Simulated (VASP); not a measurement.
# VN (Fm-3m) in VASP: a series of runs

VN is run at these levels: PBE, PBE+D3(BJ); tasks: single point.

All numbers are computed with VASP 6.6.1; they aren't measurements. Logs are shortened: lines on timing, memory, paths and dates and some standing lists are left out, and cuts for length are marked.

## 1. The cell of the first run

Symmetry: Fm-3m, No. 225, cubic system. The conventional cell has a = 4.125 Å, b = 4.125 Å, c = 4.125 Å, α = 90.00°, β = 90.00°, γ = 90.00°. V (site symmetry m-3m) has 6 N at 2.06 Å within 2.7 Å. N (site symmetry m-3m) has 6 V at 2.06 Å within 2.7 Å.

## 2. Single point, PBE, collinear spin, ferromagnetic start

Contents of INCAR:

```
SYSTEM = VN
ALGO = Normal
EDIFF = 1E-6
ENCUT = 600
GGA = PE
GGA_COMPAT = .False.
ISIF = 2
ISMEAR = 0
ISPIN = 2
LASPH = .True.
LCHARG = .False.
LMAXMIX = 4
LORBIT = 11
LREAL = .False.
LWAVE = .False.
MAGMOM = 0.3 0
NBANDS = 20
NELM = 200
PREC = Accurate
SIGMA = 0.1
```

Contents of KPOINTS:

```
k-points
0
Gamma
  6 6 6
  0 0 0
```

Contents of POSCAR:

```
VN
1.0
    0.0000000000      2.0624650000      2.0624650000
    2.0624650000      0.0000000000      2.0624650000
    2.0624650000      2.0624650000      0.0000000000
V N
1 1
Direct
    0.0000000000      0.0000000000      0.0000000000
    0.5000000000      0.5000000000      0.5000000000
```

Potentials or basis: VASP PAW PBE potentials, release 64 (V_sv, N).

The run is started by

```
> cat potpaw_PBE.64/V_sv/POTCAR potpaw_PBE.64/N/POTCAR > POTCAR
> mpirun -np 1 vasp_std > vasp.out
```

OUTCAR:

```text
SYSTEM = VN
   EDIFF = 1E-6
   ENCUT = 600
   GGA = PE
   ISIF = 2
   ISMEAR = 0
   ISPIN = 2
   LASPH = .True.
   LORBIT = 11
   LREAL = .False.
   NELM = 200
   PREC = Accurate

 ion  position               nearest neighbor table
   1  0.000  0.000  0.000-   2 2.06   2 2.06   2 2.06   2 2.06   2 2.06   2 2.06
   2  0.500  0.500  0.500-   1 2.06   1 2.06   1 2.06   1 2.06   1 2.06   1 2.06

  LATTYP: Found a face centered cubic cell.
 ALAT       =     4.1249300000

  Lattice vectors:

 A1 = (   0.0000000000,   2.0624650000,   2.0624650000)
 A2 = (   2.0624650000,   0.0000000000,   2.0624650000)
 A3 = (   2.0624650000,   2.0624650000,   0.0000000000)

Analysis of symmetry for initial positions (statically):
=====================================================================
 Subroutine PRICEL returns:
 Original cell was already a primitive cell.

 Routine SETGRP: Setting up the symmetry group for a
 face centered cubic supercell.

 Subroutine GETGRP returns: Found 48 space group operations
 (whereof 48 operations were pure point group operations)
 out of a pool of 48 trial point group operations.

The static configuration has the point symmetry O_h .

Analysis of symmetry for dynamics (positions and initial velocities):
=====================================================================
 Subroutine PRICEL returns:
 Original cell was already a primitive cell.

 Routine SETGRP: Setting up the symmetry group for a
 face centered cubic supercell.

 Subroutine GETGRP returns: Found 48 space group operations
 (whereof 48 operations were pure point group operations)
 out of a pool of 48 trial point group operations.

The dynamic configuration has the point symmetry O_h .

Analysis of structural, dynamic, and magnetic symmetry:
=====================================================================
 Subroutine PRICEL returns:
 Original cell was already a primitive cell.

 Routine SETGRP: Setting up the symmetry group for a
 face centered cubic supercell.

 Subroutine GETGRP returns: Found 48 space group operations
 (whereof 48 operations were pure point group operations)
 out of a pool of 48 trial point group operations.

The overall configuration has the point symmetry O_h .

 Subroutine INISYM returns: Found 48 space group operations
 (whereof 48 operations are pure point group operations),
 and found     1 'primitive' translations

----------------------------------------------------------------------------------------

                                     Primitive cell

  volume of cell :      17.5465

  direct lattice vectors                    reciprocal lattice vectors
     0.000000000  2.062465000  2.062465000    -0.242428356  0.242428356  0.242428356
     2.062465000  0.000000000  2.062465000     0.242428356 -0.242428356  0.242428356
     2.062465000  2.062465000  0.000000000     0.242428356  0.242428356 -0.242428356

  length of vectors
     2.916765975  2.916765975  2.916765975     0.419898230  0.419898230  0.419898230

  position of ions in fractional coordinates (direct lattice)
     0.000000000  0.000000000  0.000000000
     0.500000000  0.500000000  0.500000000

  ion indices of the primitive-cell ions
   primitive index   ion index
                 1           1
                 2           2

----------------------------------------------------------------------------------------

 KPOINTS: k-points

Automatic generation of k-mesh.
 Grid dimensions read from file:
 generate k-points for:    6    6    6

 Generating k-lattice:

  Cartesian coordinates                     Fractional coordinates (reciprocal lattice)
    -0.040404726  0.040404726  0.040404726     0.166666667  0.000000000  0.000000000
     0.040404726 -0.040404726  0.040404726     0.000000000  0.166666667  0.000000000
     0.040404726  0.040404726 -0.040404726     0.000000000  0.000000000  0.166666667

  Length of vectors
     0.069983038  0.069983038  0.069983038

  Shift w.r.t. Gamma in fractional coordinates (k-lattice)
     0.000000000  0.000000000  0.000000000

 Subroutine IBZKPT returns following result:
 ===========================================

 Found     16 irreducible k-points:

 Following reciprocal coordinates:
            Coordinates               Weight
  0.000000  0.000000  0.000000      1.000000
  0.166667  0.000000  0.000000      8.000000
  0.333333  0.000000  0.000000      8.000000
  0.500000  0.000000  0.000000      4.000000
  0.166667  0.166667  0.000000      6.000000
  0.333333  0.166667  0.000000     24.000000
[... 8 lines left out ...]
 -0.333333  0.333333  0.166667     24.000000
 -0.333333  0.500000  0.166667     12.000000
   k-points           NKPTS =     16   k-points in BZ     NKDIM =     16   number of bands    NBANDS=     20
   number of dos      NEDOS =    301   number of ions     NIONS =      2
   total plane-waves  NPLWV =  13824
   dimension x,y,z NGX =    24 NGY =   24 NGZ =   24
   dimension x,y,z NGXF=    48 NGYF=   48 NGZF=   48
   ions per type =               1   1
   NGX,Y,Z   is equivalent  to a cutoff of  13.68, 13.68, 13.68 a.u.
   NGXF,Y,Z  is equivalent  to a cutoff of  27.36, 27.36, 27.36 a.u.
 SYSTEM =  VN
   PREC   = accura    normal or accurate (medium, high low for compatibility)
   ISTART =      0    job   : 0-new  1-cont  2-samecut
   ICHARG =      2    charge: 1-file 2-atom 10-const
   ISPIN  =      2    spin polarized calculation?
   LNONCOLLINEAR =      F non collinear calculations
   LSORBIT =      F    spin-orbit coupling
   LASPH  =      T    aspherical Exc in radial PAW
   ENCUT  =  600.0 eV  44.10 Ry    6.64 a.u.   5.83  5.83  5.83*2*pi/ulx,y,z
   NELM   =    200;   NELMIN=  2; NELMDL= -5     # of ELM steps
   EDIFF  = 0.1E-05   stopping-criterion for ELM
   LREAL  =      F    real-space projection
   EDIFFG = 0.1E-04   stopping-criterion for IOM
   NSW    =      0    number of steps for IOM
   IBRION =     -1    ionic relax: 0-MD 1-quasi-New 2-CG
   NFREE  =      0    steps in history (QN), initial steepest desc. (CG)
   ISIF   =      2    stress and relaxation
   ISYM   =      2    0-nonsym 1-usesym 2-fastsym
   POTIM  = 0.5000    time-step for ionic-motion
   TEBEG  =    0.0;   TEEND  =   0.0 temperature during run
   PSTRESS=    0.0 pullay stress
   NELECT =      18.0000    total number of electrons
   NUPDOWN=      -1.0000    fix difference up-down
   EMIN   =  10.00;   EMAX   =-10.00  energy-range for DOS
   EFERMI =   0.00;   METHOD = LEGACY
   ISMEAR =     0;   SIGMA  =   0.10  broadening in eV -4-tet -1-fermi 0-gaus
   EFERMI_NEDOS =   21; number of points for ismear=-14 and -15
   IALGO  =     38    algorithm
   IMIX   =      4    mixing-type and parameters
     AMIX     =   0.40;   BMIX     =  1.00
     AMIX_MAG =   1.60;   BMIX_MAG =  1.00
  volume/ion in A,a.u.               =       8.77        59.20
  Fermi-wavevector in a.u.,A,eV,Ry     =   1.651084  3.120096 37.090533  2.726077
  Thomas-Fermi vector in A             =   2.739923
   LORBIT       =     11    0 simple, 1 ext, 2 COOP (PROOUT), +10 PAW based schemes
   GGA     = PE    functional components
   LHFCALC =     F    Hartree Fock is set to
   AEXX    =    0.0000 exact exchange contribution
   IVDW    =     0    specifies the selected vdW correction
   LEPSILON=     F    determine dielectric tensor
   LRPA    =     F    only Hartree local field effects (RPA)
 spin polarized calculation
 Gauss-broadening in eV      SIGMA  =   0.10
  energy-cutoff  :      600.00
  volume of cell :       17.55
 maximum number of plane-waves:       596
   NGX = 11   NGY = 11   NGZ = 11

 number of electron      18.0000005 magnetization       0.3309978

 Free energy of the ion-electron system (eV)
  ---------------------------------------------------
  ext. energy  EPLUGINS =         0.00000000
  ---------------------------------------------------
  free energy    TOTEN  =       -19.27380332 eV

  energy without entropy =      -19.26566048  energy(sigma->0) =      -19.26973190

 E-fermi :  11.9562     XC(G=0): -13.5877

 val. band max:       11.8605914139   @ k =  -0.3333   0.3333   0.1667
 cond. band min:      12.0023717175   @ k =  -0.1667   0.1667   0.0000
 fundamental gap:      0.1417803035
 Fermi energy:        11.9561917837

 spin component 1

 k-point     1 :       0.0000    0.0000    0.0000
  band No.  band energies     occupation
      1     -53.6303      1.00000
      2     -27.2661      1.00000
      3     -27.2661      1.00000
      4     -27.2661      1.00000
      5      -6.0392      1.00000
      6       9.6972      1.00000
[... 12 lines left out ...]
     19      39.4058      0.00000
     20      39.4058      0.00000
[... 323 lines left out ...]
 k-point    16 :      -0.3333    0.5000    0.1667
  band No.  band energies     occupation
      1     -53.5346      1.00000
      2     -27.6171      1.00000
      3     -27.4905      1.00000
      4     -27.4352      1.00000
      5      -3.9107      1.00000
      6       5.3955      1.00000
[... 12 lines left out ...]
     19      35.7341      0.00000
     20      41.4458      0.00000
 Fermi energy:        11.9561917837

 spin component 2

 k-point     1 :       0.0000    0.0000    0.0000
  band No.  band energies     occupation
      1     -53.2917      1.00000
      2     -26.9311      1.00000
      3     -26.9311      1.00000
      4     -26.9311      1.00000
      5      -6.0246      1.00000
      6       9.6804      1.00000
[... 12 lines left out ...]
     19      39.5025      0.00000
     20      39.5025      0.00000
[... 323 lines left out ...]
 k-point    16 :      -0.3333    0.5000    0.1667
  band No.  band energies     occupation
      1     -53.1950      1.00000
      2     -27.2865      1.00000
      3     -27.1583      1.00000
      4     -27.1024      1.00000
      5      -3.9116      1.00000
      6       5.4490      1.00000
[... 12 lines left out ...]
     19      35.8404      0.00000
     20      41.4723      0.00000

------------------------ aborting loop because EDIFF is reached ----------------------------------------

  FORCE on cell =-STRESS in cart. coord.  units (eV):
  Direction    XX          YY          ZZ          XY          YZ          ZX
  --------------------------------------------------------------------------------------
  -------------------------------------------------------------------------------------
  Total       -0.0209901     -0.0209901     -0.0209901      0.0000000      0.0000000      0.0000000
  in kB       -1.9166195     -1.9166195     -1.9166195      0.0000000      0.0000000      0.0000000
  external PRESSURE =      -1.9166195 kB  Pullay stress =       0.0000000 kB

 VOLUME and BASIS-vectors are now :
 -----------------------------------------------------------------------------
  energy-cutoff  :      600.00
  volume of cell :       17.55
      direct lattice vectors                 reciprocal lattice vectors
     0.000000000  2.062465000  2.062465000    -0.242428356  0.242428356  0.242428356
     2.062465000  0.000000000  2.062465000     0.242428356 -0.242428356  0.242428356
     2.062465000  2.062465000  0.000000000     0.242428356  0.242428356 -0.242428356

 POSITION                                       TOTAL-FORCE (eV/Angst)
 -----------------------------------------------------------------------------------
      0.00000      0.00000      0.00000         0.000000      0.000000      0.000000
      2.06246      2.06246      2.06246        -0.000000      0.000000     -0.000000
 -----------------------------------------------------------------------------------
    total drift:                                0.000000     -0.000000     -0.000000

  FREE ENERGIE OF THE ION-ELECTRON SYSTEM (eV)
  ---------------------------------------------------
  free  energy   TOTEN  =       -19.2738033162 eV

  energy  without entropy=      -19.2656604777  energy(sigma->0) =      -19.26973190

 total charge

# of ion       s       p       d       tot
------------------------------------------
    1        2.238   6.276   3.150  11.664
    2        1.244   2.502   0.000   3.746
--------------------------------------------------
tot          3.482   8.778   3.150  15.410

 magnetization (x)

# of ion       s       p       d       tot
------------------------------------------
    1        0.001   0.002   0.323   0.326
    2       -0.001  -0.011   0.000  -0.012
--------------------------------------------------
tot          0.001  -0.009   0.323   0.315
```

Wall time 12 s (1 thread of Intel Xeon Platinum 8488C (Sapphire Rapids), shared host); peak memory 0.15 GiB.

What came out:

```yaml
Free_energy: -19.2738 eV
Pressure: -0.2 GPa
Net_moment: 0.33 μB per cell
Site_moments: V +0.33; N -0.01 μB
Valence_electrons_inside_the_program's_atomic_spheres: V 11.66; N 3.75
```

Levels at points of the mesh, in eV from the Fermi level:
Spin up:
```
           k point  band 5  band 6  band 7  band 8  band 9  band 10  band 11  band 12  band 13  band 14
(0.00, 0.00, 0.00)  -18.00   -2.26   -2.26   -2.26   -1.70    -1.70    -1.70    -0.57    -0.57     5.87
(0.50, 0.00, 0.00)  -15.29   -8.95   -6.13   -6.13    0.41     0.41     1.29     4.90     4.90     6.16
(0.50, 0.50, 0.00)  -16.20   -6.71   -3.95   -3.69   -3.69     0.40     1.01     1.01     2.57    10.27
```
Spin down:
| k point | band 6 | band 7 | band 8 | band 9 | band 10 | band 11 | band 12 | band 13 |
| --- | --- | --- | --- | --- | --- | --- | --- | --- |
| (0.00, 0.00, 0.00) | -2.28 | -2.28 | -2.28 | -1.36 | -1.36 | -1.36 | -0.37 | -0.37 |
| (0.50, 0.00, 0.00) | -8.86 | -6.06 | -6.06 | 0.78 | 0.78 | 1.61 | 5.04 | 5.04 |
| (0.50, 0.50, 0.00) | -6.67 | -3.69 | -3.69 | -3.67 | 0.61 | 1.41 | 1.41 | 2.77 |

Caveat: the k points lie up to 0.44 Å⁻¹ apart. With open d or f shells a metallic result of PBE can be an artefact of self-interaction; +U or a hybrid may open a gap.

(Part 1 of 2 ends here.)
